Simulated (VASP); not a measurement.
Runs of VASP 6.6.1 on SrO. The structure is that of space group Fm-3m (No. 225), or close to it. The cells are those of the table. 

```tsv
cell	gap on the mesh (eV)	pressure (GPa)
a = 3.634, b = 3.643 Å, angles 59.9, 59.8, 59.9°, 2 atoms	3.26	3.5
a = 3.634, b = 3.652 Å, angles 59.8, 59.7, 59.8°, 2 atoms	3.25	3.5
a = 3.634, b = 3.598 Å, angles 60.3, 60.7, 60.3°, 2 atoms	3.24	3.5
a = 3.634, b = 3.662 Å, angles 59.8, 59.5, 59.8°, 2 atoms	3.25	3.5
a = 3.634, b = 3.680 Å, angles 59.6, 59.2, 59.6°, 2 atoms	3.23	3.5
a = 3.634, b = 3.689 Å, angles 59.5, 59.0, 59.5°, 2 atoms	3.23	3.5
a = 3.635, b = 3.698 Å, angles 59.4, 58.8, 59.4°, 2 atoms	(a)	3.5
a = 3.635, b = 3.562 Å, angles 60.7, 61.3, 60.7°, 2 atoms	3.21	3.5
```

Alike in all rows: task single point; level PBE; potentials or basis VASP PAW PBE potentials, release 64 (Sr_sv, O); no spin polarisation; k mesh 8 × 8 × 8; cutoff (eV) 520; smearing gaussian 0.05 eV.

Fill in the values left out.

(a) 3.22.

A k mesh can miss the band edges, and the runs leave out spin-orbit coupling on Sr.
